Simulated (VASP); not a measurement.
Input of a VASP 6.6.1 run:

The input INCAR:

```
PREC = Accurate
ENCUT = 520
EDIFF = 1E-6
ISMEAR = -1
SIGMA = 0.02
LREAL = False
LASPH = True
NELM = 100
ALGO = Normal
ISIF = 2
LWAVE = False
LCHARG = False
GGA = PE
NBANDS = 16
```

File KPOINTS:

```
Automatic mesh
0
Gamma
  8 8 8
```

POSCAR

```
AgCl
1.0
    0.0000000000      2.9932461898      2.8229304816
    2.9932461898      0.0000000000      2.8229304816
    2.9932461898      2.9932461898      0.0000000000
Ag Cl
1 1
Direct
    0.0000000000      0.0000000000      0.0000000000
    0.2500000000      0.2500000000      0.2500000000
```

Potentials or basis: VASP PAW PBE potentials, release 64 (Ag, Cl).

Command:

```sh
$ cat potpaw_PBE.64/Ag/POTCAR potpaw_PBE.64/Cl/POTCAR > POTCAR
$ mpirun -np 1 vasp_std > vasp.out
```

Q: What does it give for the band gap on the k mesh?

A: 1.14 eV.

Q: Estimate the pressure.

A: 3.4 GPa.

Stress tensor (GPa, compression positive):
```
3.45 0.00 0.00
0.00 3.45 0.00
0.00 0.00 3.32
```

Caveat: the cell differs from its parent crystal (uniaxial z strain -5.7%); the cell stands under pressure.
